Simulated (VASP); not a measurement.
Set up this calculation in VASP 6.6.1, as the native input.

```
Task                   : single point
Functional             : r2SCAN
Potentials or basis    : VASP PAW PBE potentials, release 64 (C)
Cutoff                 : 520 eV
k mesh                 : 12 × 12 × 12
Occupations            : gaussian, width 0.02 eV
Spin                   : no spin polarisation
Dipole correction      : no
Further INCAR settings : ALGO = Normal; EDIFF = 1e-06; NBANDS = 11
```

C:

```
C
1.0
     0.00000    1.79777    1.79777
     1.79777    0.00000    1.79777
     1.79777    1.79777    0.00000
C
2
Direct
  0.00000 0.00000 0.00000
  0.25000 0.25000 0.25000
```

This cell differs from its parent crystal: volume scaled by 1.03.

The input as run:

POSCAR

```
C
1.0
    0.0000000000      1.7977680901      1.7977680901
    1.7977680901      0.0000000000      1.7977680901
    1.7977680901      1.7977680901      0.0000000000
C
2
Direct
    0.0000000000      0.0000000000      0.0000000000
    0.2500000000      0.2500000000      0.2500000000
```

INCAR.step1

```
PREC = Accurate
ENCUT = 520
ISMEAR = 0
SIGMA = 0.02
LREAL = F
LASPH = T
NELM = 100
NBANDS = 11
GGA = PE
ALGO = Normal
EDIFF = 1E-4
LWAVE = T
LCHARG = F
```

INCAR.step2

```
PREC = Accurate
ENCUT = 520
EDIFF = 1E-6
ISMEAR = 0
SIGMA = 0.02
LREAL = F
LASPH = T
NELM = 100
ALGO = Normal
ISIF = 2
LWAVE = F
LCHARG = T
METAGGA = R2SCAN
LMIXTAU = T
LELF = T
LVHAR = T
NBANDS = 11
ISTART = 1
```

KPOINTS

```
Automatic mesh
0
Gamma
  12 12 12
```

Potentials or basis: VASP PAW PBE potentials, release 64 (C).

The run is started by

```bash
$ cat potpaw_PBE.64/C/POTCAR > POTCAR
$ cp INCAR.step1 INCAR
$ mpirun -np 1 vasp_std > vasp.out
$ cp INCAR.step2 INCAR
$ mpirun -np 1 vasp_std > vasp.out
```

It gave:

```json
{"Pressure": "-11.6 GPa", "Band gap on the k mesh": "4.29 eV, indirect (least direct gap 5.77 eV)"}
```

Caveat: the PAW data sets were made with another functional, which shifts forces and pressure a little.

It took 15 s on 1 thread of Intel(R) Xeon(R) 6975P-C (Granite Rapids) (shared host), peak memory 0.12 GiB.
